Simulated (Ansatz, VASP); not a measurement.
# One calculation of KTaO3, two programs

```xyz
5
Lattice="3.9854 0.0000 0.0000 0.0000 3.9854 0.0000 0.0000 0.0000 4.4237" Properties=species:S:1:pos:R:3 pbc="T T T"
K     1.9927    1.9927    2.2119
Ta    0.0000    0.0000    0.0000
O     1.9927    0.0000    0.0000
O     0.0000    1.9927    0.0000
O     0.0000    0.0000    2.2119
```

Change from the starting cell: normal strain along x +0.0000, normal strain along z +0.1100.

Alike in both runs: task single point; functional PBEsol; k mesh 8 × 8 × 8; occupations gaussian, width 0.05 eV; no spin polarisation.

```csv
,VASP,Ansatz
version,VASP 6.6.1,Ansatz 0.2.0
potentials or method,"VASP PAW PBE potentials, release 64 (K_sv, Ta_pv, O), cutoff 520 eV","scalar-relativistic, plane waves, PAW"
valence electrons in the cell,38,40
```

```csv
,VASP,Ansatz,Ansatz less VASP
gap on the k mesh at the Fermi level (eV),1.72,1.76,+0.036
least direct gap on the mesh (eV),2.13,2.16,+0.031
pressure (GPa),-13.2,-13.7,-0.47
"traceless stress, the component that is largest in VASP (GPa)",-14.63,-14.38,+0.250
```

VASP's potentials were made for PBE, not for PBEsol. VASP's potentials hold 38 valence electrons a cell and Ansatz's 40, so a difference there can come from the potentials and not from the codes.

Spin-orbit coupling is off throughout.
